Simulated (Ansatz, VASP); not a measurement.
# C in VASP and in Ansatz

```
CELL_PARAMETERS angstrom
-2.39791 2.39791 2.47717
2.39791 -2.39791 2.47717
2.39791 2.39791 -2.47717
ATOMIC_POSITIONS crystal
C 0.59107 0.40893 0.50000
C 0.15893 0.15893 0.31785
C 0.84107 0.84107 0.68215
C 0.90893 0.09107 0.50000
C 0.15893 0.84107 0.00000
C 0.59107 0.09107 0.18215
C 0.90893 0.40893 0.81785
C 0.84107 0.15893 0.00000
```

Alike in both runs: task single point; functional PBE; k mesh 6 × 6 × 6; occupations gaussian, width 0.1 eV; no spin polarisation.

|  | VASP | Ansatz |
| --- | --- | --- |
| version | VASP 6.6.1 | Ansatz 0.2.0 |
| potentials or method | VASP PAW PBE potentials, release 64 (C), cutoff 520 eV | scalar-relativistic, plane waves, PAW |
| valence electrons in the cell | 32 | 32 |

```tsv
	VASP	Ansatz	Ansatz less VASP
gap on the k mesh at the Fermi level (eV)	3.69	3.71	+0.015
least direct gap on the mesh (eV)	3.69	3.71	+0.015
pressure (GPa)	23.8	23.2	-0.66
traceless stress, the component that is largest in VASP (GPa)	-14.01	-13.71	+0.296
rms of the force components (eV/Å)	1.135	1.108	-0.0277
```

Atom by atom the forces differ by 0.028 eV/Å (rms over components).
